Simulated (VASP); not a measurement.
Set up this calculation in VASP 6.6.1, as the native input.

```
Task                   : single point
Functional             : LDA
Potentials or basis    : VASP PAW LDA potentials, release 64 (Zr_sv)
Cutoff                 : 520 eV
k mesh                 : 15 × 15 × 1
Occupations            : fermi-dirac, width 0.1 eV
Spin                   : no spin polarisation
Dipole correction      : yes
Further INCAR settings : ALGO = Normal; EDIFF = 1e-07; NBANDS = 19
```

The structure of Zr lies in POSCAR:

```
Zr
1.0
    3.1435815868      0.0000000000      0.0000000000
   -1.5717907934      2.7224215131      0.0000000000
    0.0000000000      0.0000000000     13.3008000000
Zr
2
Direct
    0.8333333333      0.1666666667      0.4135072605
    0.1666666667      0.8333333333      0.5864927395
```

One way to write it, as run:

INCAR

```
SYSTEM = Zr
PREC = Accurate
ENCUT = 520
EDIFF = 1E-7
ISMEAR = -1
SIGMA = 0.1
LREAL = .FALSE.
LASPH = .TRUE.
NELM = 100
ALGO = Normal
ISIF = 2
LWAVE = .FALSE.
LCHARG = .FALSE.
LDIPOL = .TRUE.
IDIPOL = 3
DIPOL = 0.5 0.5 0.500
NBANDS = 19
```

KPOINTS

```
regular mesh
0
G
  15 15 1
  0 0 0
```

Potentials or basis: VASP PAW LDA potentials, release 64 (Zr_sv).

Launch:

```console
$ cat potpaw_LDA.64/Zr_sv/POTCAR > POTCAR
$ mpirun -np 1 vasp_std > vasp.out
```

Results of the run:

| Property | Result |
| --- | --- |
| Largest force | 0.010 eV/Å |
| Band gap on the k mesh | zero (bands 12 and 13 overlap by 0.67 eV) |

Run time: 27 s on 1 thread of Intel(R) Xeon(R) 6975P-C (Granite Rapids), on a shared host, peak memory 0.2 GiB.
